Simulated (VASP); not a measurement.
# GaAs (I-4m2) in VASP: relaxation of the atoms with PBE

Aim: the relaxation of the atoms of GaAs with PBE.

All numbers are computed with VASP 6.6.1; they aren't measurements. Logs are shortened: lines on timing, memory, paths and dates and some standing lists are left out, and cuts for length are marked.

## 1. The cell of the first run

Symmetry: I-4m2, No. 119, tetragonal system. The conventional cell has a = 3.998 Å, b = 3.998 Å, c = 5.823 Å, α = 90.00°, β = 90.00°, γ = 90.00°. Within 3.3 Å of Ga (site symmetry -4m2) lie 4 As at 2.47 Å. Within 3.3 Å of As (site symmetry -4m2) lie 4 Ga at 2.47 Å.

## 2. Relaxation of the atoms, PBE (z stretched by +3 %)

Input file INCAR:

```
ALGO = Normal ; EDIFF = 1E-6
EDIFFG = -0.02 ; ENCUT = 520
GGA = PE ; IBRION = 2
ISIF = 2 ; ISMEAR = -1
LASPH = True ; LCHARG = False
LREAL = False ; LWAVE = False
NELM = 80 ; NSW = 80
PREC = Accurate ; SIGMA = 0.02
```

Input file KPOINTS:

```
k-points
0
Gamma
  13 13 13
```

Input file POSCAR:

```
GaAs
1.0
    0.0000000000      2.8268500000      2.9116555000
    2.8268500000      0.0000000000      2.9116555000
    2.8268500000      2.8268500000      0.0000000000
Ga As
1 1
Direct
    0.0000000000      0.0000000000      0.0000000000
    0.2500000000      0.2500000000      0.2500000000
```

Potentials or basis: VASP PAW PBE potentials, release 64 (Ga_d, As).

Started as:

```console
cat potpaw_PBE.64/Ga_d/POTCAR potpaw_PBE.64/As/POTCAR > POTCAR
mpirun -np 1 vasp_std > vasp.out
```

OUTCAR:

```text
EDIFF = 1E-6
   EDIFFG = -0.02
   ENCUT = 520
   GGA = PE
   IBRION = 2
   ISIF = 2
   ISMEAR = -1
   LASPH = True
   LREAL = False
   NELM = 80
   NSW = 80
   PREC = Accurate

 ion  position               nearest neighbor table
   1  0.000  0.000  0.000-   2 2.47   2 2.47   2 2.47   2 2.47
   2  0.250  0.250  0.250-   1 2.47   1 2.47   1 2.47   1 2.47

  LATTYP: Found a body centered tetragonal cell.
 ALAT       =     3.9977696088
 C/A-ratio  =     1.4566399692

  Lattice vectors:

 A1 = (  -2.8268500000,   0.0000000000,   2.9116555000)
 A2 = (   2.8268500000,   0.0000000000,   2.9116555000)
 A3 = (   0.0000000000,   2.8268500000,  -2.9116555000)

Analysis of symmetry for initial positions (statically):
=====================================================================
 Subroutine PRICEL returns:
 Original cell was already a primitive cell.

 Routine SETGRP: Setting up the symmetry group for a
 body centered tetragonal supercell.

 Subroutine GETGRP returns: Found  8 space group operations
 (whereof  8 operations were pure point group operations)
 out of a pool of 16 trial point group operations.

The static configuration has the point symmetry D_2d.

Analysis of symmetry for dynamics (positions and initial velocities):
=====================================================================
 Subroutine PRICEL returns:
 Original cell was already a primitive cell.

 Routine SETGRP: Setting up the symmetry group for a
 body centered tetragonal supercell.

 Subroutine GETGRP returns: Found  8 space group operations
 (whereof  8 operations were pure point group operations)
 out of a pool of 16 trial point group operations.

The dynamic configuration has the point symmetry D_2d.

 Subroutine INISYM returns: Found  8 space group operations
 (whereof  8 operations are pure point group operations),
 and found     1 'primitive' translations

----------------------------------------------------------------------------------------

                                     Primitive cell

  volume of cell :      46.5345

  direct lattice vectors                    reciprocal lattice vectors
     0.000000000  2.826850000  2.911655500    -0.176875321  0.176875321  0.171723612
     2.826850000  0.000000000  2.911655500     0.176875321 -0.176875321  0.171723612
     2.826850000  2.826850000  0.000000000     0.176875321  0.176875321 -0.171723612

  length of vectors
     4.058179231  4.058179231  3.997769609     0.303411860  0.303411860  0.303411860

  position of ions in fractional coordinates (direct lattice)
     0.000000000  0.000000000  0.000000000
     0.250000000  0.250000000  0.250000000

  ion indices of the primitive-cell ions
   primitive index   ion index
                 1           1
                 2           2

----------------------------------------------------------------------------------------

 KPOINTS: k-points

Automatic generation of k-mesh.
 Grid dimensions read from file:
 generate k-points for:   13   13   13

 Generating k-lattice:

  Cartesian coordinates                     Fractional coordinates (reciprocal lattice)
    -0.013605794  0.013605794  0.013209509     0.076923077 -0.000000000  0.000000000
     0.013605794 -0.013605794  0.013209509    -0.000000000  0.076923077  0.000000000
     0.013605794  0.013605794 -0.013209509     0.000000000  0.000000000  0.076923077

  Length of vectors
     0.023339374  0.023339374  0.023339374

  Shift w.r.t. Gamma in fractional coordinates (k-lattice)
     0.000000000  0.000000000  0.000000000

 Subroutine IBZKPT returns following result:
 ===========================================

 Found    196 irreducible k-points:

 Following reciprocal coordinates:
            Coordinates               Weight
  0.000000  0.000000  0.000000      1.000000
  0.076923 -0.000000  0.000000      8.000000
  0.153846 -0.000000  0.000000      8.000000
  0.230769 -0.000000  0.000000      8.000000
  0.307692 -0.000000  0.000000      8.000000
  0.384615 -0.000000  0.000000      8.000000
[... 16 lines left out ...]
  0.384615  0.153846  0.000000      8.000000
  0.461538  0.153846  0.000000      8.000000
 [... further k-points ...]
   k-points           NKPTS =    196   k-points in BZ     NKDIM =    196   number of bands    NBANDS=     13
   number of dos      NEDOS =    301   number of ions     NIONS =      2
   total plane-waves  NPLWV =  27000
   dimension x,y,z NGX =    30 NGY =   30 NGZ =   30
   dimension x,y,z NGXF=    60 NGYF=   60 NGZF=   60
   ions per type =               1   1
   NGX,Y,Z   is equivalent  to a cutoff of  12.29, 12.29, 12.48 a.u.
   NGXF,Y,Z  is equivalent  to a cutoff of  24.58, 24.58, 24.95 a.u.
 SYSTEM =  unknown system
   PREC   = accura    normal or accurate (medium, high low for compatibility)
   ISTART =      0    job   : 0-new  1-cont  2-samecut
   ICHARG =      2    charge: 1-file 2-atom 10-const
   ISPIN  =      1    spin polarized calculation?
   LNONCOLLINEAR =      F non collinear calculations
   LSORBIT =      F    spin-orbit coupling
   LASPH  =      T    aspherical Exc in radial PAW
   ENCUT  =  520.0 eV  38.22 Ry    6.18 a.u.   7.55  7.55  7.43*2*pi/ulx,y,z
   NELM   =     80;   NELMIN=  2; NELMDL= -5     # of ELM steps
   EDIFF  = 0.1E-05   stopping-criterion for ELM
   LREAL  =      F    real-space projection
   EDIFFG = -.2E-01   stopping-criterion for IOM
   NSW    =     80    number of steps for IOM
   IBRION =      2    ionic relax: 0-MD 1-quasi-New 2-CG
   NFREE  =      1    steps in history (QN), initial steepest desc. (CG)
   ISIF   =      2    stress and relaxation
   ISYM   =      2    0-nonsym 1-usesym 2-fastsym
   POTIM  = 0.5000    time-step for ionic-motion
   TEBEG  =    0.0;   TEEND  =   0.0 temperature during run
   PSTRESS=    0.0 pullay stress
   NELECT =      18.0000    total number of electrons
   NUPDOWN=      -1.0000    fix difference up-down
   EMIN   =  10.00;   EMAX   =-10.00  energy-range for DOS
   EFERMI =   0.00;   METHOD = LEGACY
   ISMEAR =    -1;   SIGMA  =   0.02  broadening in eV -4-tet -1-fermi 0-gaus
   EFERMI_NEDOS =   21; number of points for ismear=-14 and -15
   IALGO  =     38    algorithm
   IMIX   =      4    mixing-type and parameters
     AMIX     =   0.40;   BMIX     =  1.00
     AMIX_MAG =   1.60;   BMIX_MAG =  1.00
  volume/ion in A,a.u.               =      23.27       157.02
  Fermi-wavevector in a.u.,A,eV,Ry     =   1.192817  2.254097 19.358539  1.422812
  Thomas-Fermi vector in A             =   2.328846
   LORBIT       =      0    0 simple, 1 ext, 2 COOP (PROOUT), +10 PAW based schemes
   GGA     = PE    functional components
   LHFCALC =     F    Hartree Fock is set to
   AEXX    =    0.0000 exact exchange contribution
   IVDW    =     0    specifies the selected vdW correction
   LEPSILON=     F    determine dielectric tensor
   LRPA    =     F    only Hartree local field effects (RPA)
 conjugate gradient relaxation of ions
 non-spin polarized calculation
  energy-cutoff  :      520.00
  volume of cell :       46.53
 maximum number of plane-waves:      1283
   NGX = 15   NGY = 15   NGZ = 15

 number of electron      17.9999989 magnetization

 Free energy of the ion-electron system (eV)
  ---------------------------------------------------
  ext. energy  EPLUGINS =         0.00000000
  ---------------------------------------------------
  free energy    TOTEN  =        -8.26718903 eV

  energy without entropy =       -8.26718799  energy(sigma->0) =       -8.26718851

 E-fermi :   3.8405     XC(G=0):  -9.4572

 val. band max:        3.7148084645   @ k =   0.0000   0.0000   0.0000
 cond. band min:       3.9506828252   @ k =   0.0000   0.0000   0.0000
 fundamental gap:      0.2358743607
 Fermi energy:         3.8405113893

 k-point     1 :       0.0000    0.0000    0.0000
  band No.  band energies     occupation
      1     -11.1028      2.00000
      2     -11.0953      2.00000
      3     -11.0953      2.00000
      4     -11.0284      2.00000
      5     -11.0234      2.00000
      6      -8.8580      2.00000
      7       3.5415      2.00000
      8       3.7148      1.99628
      9       3.7148      1.99628
     10       3.9507      0.00807
     11       7.3581      0.00000
     12       7.3581      0.00000
     13       7.4385      0.00000

 k-point     2 :       0.0769   -0.0000    0.0000
  band No.  band energies     occupation
      1     -11.1045      2.00000
      2     -11.0969      2.00000
      3     -11.0941      2.00000
      4     -11.0285      2.00000
      5     -11.0234      2.00000
      6      -8.7912      2.00000
      7       2.5110      2.00000
      8       3.5043      2.00000
      9       3.6267      1.99995
     10       4.8021      0.00000
     11       7.4477      0.00000
     12       7.4990      0.00000
     13       7.5954      0.00000

 k-point     3 :       0.1538   -0.0000    0.0000
  band No.  band energies     occupation
      1     -11.1151      2.00000
      2     -11.0952      2.00000
      3     -11.0907      2.00000
      4     -11.0288      2.00000
      5     -11.0233      2.00000
      6      -8.5958      2.00000
      7       1.1735      2.00000
      8       3.2646      2.00000
      9       3.4121      2.00000
     10       5.1639      0.00000
     11       7.8218      0.00000
     12       7.8375      0.00000
     13       8.1352      0.00000
[... 305 lines left out ...]
 k-point    23 :       0.3846    0.1538    0.0000
  band No.  band energies     occupation
      1     -11.1623      2.00000
      2     -11.0791      2.00000
      3     -11.0739      2.00000
      4     -11.0274      2.00000
      5     -11.0242      2.00000
      6      -7.5830      2.00000
      7      -1.6711      2.00000
      8       1.6194      2.00000
      9       2.2456      2.00000
     10       6.0769      0.00000
     11       7.7483      0.00000
     12       9.5592      0.00000
     13       9.5627      0.00000

 k-point    24 :       0.4615    0.1538    0.0000
  band No.  band energies     occupation
      1     -11.1697      2.00000
      2     -11.0785      2.00000
      3     -11.0723      2.00000
      4     -11.0252      2.00000
      5     -11.0245      2.00000
      6      -7.2191      2.00000
      7      -2.3954      2.00000
      8       1.2679      2.00000
      9       2.2314      2.00000
     10       5.9736      0.00000
     11       7.9024      0.00000
     12       9.4185      0.00000
     13      10.4886      0.00000

 [... further k-points ...]

------------------------ aborting loop because EDIFF is reached ----------------------------------------

  FORCE on cell =-STRESS in cart. coord.  units (eV):
  Direction    XX          YY          ZZ          XY          YZ          ZX
  --------------------------------------------------------------------------------------
  -------------------------------------------------------------------------------------
  Total        0.5670935      0.5670935      0.0411863      0.0000000      0.0000000     -0.0000000
  in kB       19.5249415     19.5249415      1.4180391      0.0000000      0.0000000     -0.0000000
  external PRESSURE =      13.4893074 kB  Pullay stress =       0.0000000 kB

 VOLUME and BASIS-vectors are now :
 -----------------------------------------------------------------------------
  energy-cutoff  :      520.00
  volume of cell :       46.53
      direct lattice vectors                 reciprocal lattice vectors
     0.000000000  2.826850000  2.911655500    -0.176875321  0.176875321  0.171723612
     2.826850000  0.000000000  2.911655500     0.176875321 -0.176875321  0.171723612
     2.826850000  2.826850000  0.000000000     0.176875321  0.176875321 -0.171723612

 POSITION                                       TOTAL-FORCE (eV/Angst)
 -----------------------------------------------------------------------------------
      0.00000      0.00000      0.00000         0.000000      0.000000     -0.000000
      1.41342      1.41342      1.45583         0.000000     -0.000000      0.000000
 -----------------------------------------------------------------------------------
    total drift:                                0.000002      0.000002      0.000000

  FREE ENERGIE OF THE ION-ELECTRON SYSTEM (eV)
  ---------------------------------------------------
  free  energy   TOTEN  =        -8.2671890264 eV

  energy  without entropy=       -8.2671879881  energy(sigma->0) =       -8.26718851

 reached required accuracy - stopping structural energy minimisation
```

It took 82 s on 1 thread of Intel Xeon Platinum 8488C (Sapphire Rapids), shared host; peak memory 0.27 GiB.

Results:

* Free energy: -8.2672 eV
* Pressure after relaxing: 1.3 GPa
* Band gap on the k mesh: 0.24 eV

Final structure:
```
Ga As
1.0
     0.00000    2.82685    2.91166
     2.82685    0.00000    2.91166
     2.82685    2.82685    0.00000
Ga As
1 1
Direct
  0.00000 0.00000 0.00000
  0.25000 0.25000 0.25000
```

Levels at points of the mesh, in eV from the valence-band top:
```csv
k point,band 6,band 7,band 8,band 9,band 10,band 11,band 12,band 13
"(0.00, 0.00, 0.00)",-12.57,-0.17,0.00,0.00,0.24,3.64,3.64,3.72
```

Caveat: the cell differs from its parent crystal (z stretched by +3 %); semilocal functionals underestimate gaps, and a narrow one can read as zero.
